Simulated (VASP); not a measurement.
Wanted: the native input for a VASP 6.6.1 run.

```yaml
Task: single point
Functional: PBE
Potentials_or_basis: VASP PAW PBE potentials, release 64 (Mn_pv, In_d, C, N)
Cutoff: 520 eV
k_mesh: 4 × 4 × 4
Occupations: gaussian, width 0.1 eV
Spin: collinear spin, ferromagnetic start
Starting_moments: "[4.0, 0.0, 0.0, 0.0, 0.0, 0.0, 0.0, 0.0, 0.0, 0.0, 0.0, 0.0, 0.0, 0.0] μB"
Dipole_correction: no
Further_INCAR_settings: ALGO = Normal; EDIFF = 1e-06; NBANDS = 57
```

The structure of MnInC6N6 lies in POSCAR:

```
MnInC6N6
1.0
    0.0000000000      5.2010000000      5.2010000000
    5.2010000000      0.0000000000      5.2010000000
    5.2010000000      5.2010000000      0.0000000000
Mn In C N
1 1 6 6
Direct
    0.5000000000      0.5000000000      0.5000000000
    0.0000000000      0.0000000000      0.0000000000
    0.8076331500      0.1923668500      0.1923668500
    0.1923668500      0.8076331500      0.1923668500
    0.1923668500      0.1923668500      0.8076331500
    0.1923668500      0.8076331500      0.8076331500
    0.8076331500      0.1923668500      0.8076331500
    0.8076331500      0.8076331500      0.1923668500
    0.6951547800      0.3048452200      0.3048452200
    0.3048452200      0.6951547800      0.3048452200
    0.3048452200      0.3048452200      0.6951547800
    0.3048452200      0.6951547800      0.6951547800
    0.6951547800      0.3048452200      0.6951547800
    0.6951547800      0.6951547800      0.3048452200
```

The input as run:

INCAR

```
SYSTEM = MnInC6N6
PREC     = Accurate       ! precision mode
ENCUT    = 520            ! plane-wave cutoff, eV
EDIFF    = 1E-6           ! SCF threshold, eV
ISMEAR   = 0              ! smearing method
SIGMA    = 0.1            ! smearing width, eV
LREAL    = .False.        ! projectors in reciprocal space
LASPH    = .True.         ! aspherical terms in the spheres
NELM     = 150            ! most SCF steps
ALGO     = Normal         ! electronic algorithm
ISIF     = 2              ! what is computed and relaxed
LWAVE    = .False.        ! write WAVECAR
LCHARG   = .False.        ! write CHGCAR
ISPIN    = 2              ! spin polarisation
MAGMOM   = 4 0 0 0 0 0 0 0 0 0 0 0 0 0 ! initial moments
LORBIT   = 11             ! projections on sites
LMAXMIX  = 4              ! l up to which the mixer works
GGA      = PE             ! functional
NBANDS   = 57             ! bands
```

KPOINTS

```
regular mesh
0
Gamma
  4 4 4
  0 0 0
```

Potentials or basis: VASP PAW PBE potentials, release 64 (Mn_pv, In_d, C, N).

Command:

```sh
$ cat potpaw_PBE.64/Mn_pv/POTCAR potpaw_PBE.64/In_d/POTCAR potpaw_PBE.64/C/POTCAR potpaw_PBE.64/N/POTCAR > POTCAR
$ mpirun -np 1 vasp_std > vasp.out
```

Results of the run:

```yaml
Pressure: 10.4 GPa
Largest_force: 5.564 eV/Å
Band_gap_on_the_k_mesh: zero (filled and empty bands overlap)
Net_moment: 2.00 μB per cell
Site_moments: Mn +1.95; In -0.02; C +0.01; N -0.02 μB
Valence_electrons_inside_the_program's_atomic_spheres: Mn 11.50; In 12.49; C 2.64; N 3.88
```

Caveat: the cell stands under pressure; spin-orbit coupling is left out, which moves the levels of the heavy elements; a cell with one magnetic atom can't hold antiferromagnetic order, which such compounds often take; forces of over 1 eV/Å act on the atoms, so gaps and moduli don't describe the material at rest.

Run time: 17 min on 1 thread of Intel Xeon 8259CL, on a shared host, peak memory 0.68 GiB.
